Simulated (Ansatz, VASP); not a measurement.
BP in VASP and in Ansatz

```
CELL_PARAMETERS angstrom
6.06827 0.00000 0.00000
0.00000 4.33166 0.00000
0.00000 0.00000 3.09458
ATOMIC_POSITIONS crystal
B 0.75000 0.00000 0.47900
B 0.00000 0.50000 0.00000
B 0.25000 0.00000 0.52100
B 0.50000 0.50000 0.00000
P 0.75000 0.50000 0.56446
P 0.00000 0.00000 0.00000
P 0.25000 0.50000 0.43554
P 0.50000 0.00000 0.00000
```

Alike in both runs: functional PBE; k mesh 6 × 10 × 12; occupations gaussian, width 0.1 eV; no spin polarisation.

Ansatz relaxed the structure, and its values are those at the end. VASP's run is a single point on that final structure, the one shown.

|  | VASP | Ansatz |
| --- | --- | --- |
| version | VASP 6.6.1 | Ansatz 0.2.0 |
| potentials or method | VASP PAW PBE potentials, release 64 (B, P), cutoff 520 eV | scalar-relativistic, plane waves, PAW |
| valence electrons in the cell | 32 | 32 |

```tsv
	VASP	Ansatz	Ansatz less VASP
gap on the k mesh at the Fermi level (eV)	none	none	-
pressure (GPa)	-0.2	0.0	+0.24
```

A gap of «none» marks a metal or a gap that the smearing closes.
